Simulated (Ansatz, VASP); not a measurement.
One calculation of PtSe2, two programs

```
CELL_PARAMETERS angstrom
3.69901 0.00000 0.00000
-1.84950 3.20343 0.00000
0.00000 0.00000 5.02803
ATOMIC_POSITIONS crystal
Pt 0.00000 0.00000 0.00000
Se 0.66667 0.33333 0.75000
Se 0.33333 0.66667 0.25000
```

Alike in both runs: task single point; functional RPBE; dispersion D3(BJ); k mesh 8 × 8 × 5; occupations fermi-dirac, width 0.05 eV; no spin polarisation.

|  | VASP | Ansatz |
| --- | --- | --- |
| version | VASP 6.6.1 | Ansatz 0.2.0 |
| potentials or method | VASP PAW PBE potentials, release 64 (Pt, Se) | Ansatz PAW |
| plane-wave cutoff (eV) | 520 | 420 |
| valence electrons in the cell | 22 | 50 |

|  | VASP | Ansatz | Ansatz less VASP |
| --- | --- | --- | --- |
| gap on the k mesh at the Fermi level (eV) | none | none | - |
| pressure (GPa) | -7.8 | -7.8 | +0.04 |
| traceless stress, the component that is largest in VASP (GPa) | -0.34 | -0.34 | +0.002 |
| rms of the force components (eV/Å) | 0.276 | 0.274 | -0.0019 |

VASP's potentials were made for PBE, not for RPBE. Atom by atom the forces differ by 0.002 eV/Å (rms over components). A gap of «none» marks a metal or a gap that the smearing closes. VASP's potentials hold 22 valence electrons a cell and Ansatz's 50, so a difference there can come from the potentials and not from the codes.

Spin-orbit coupling is off throughout.
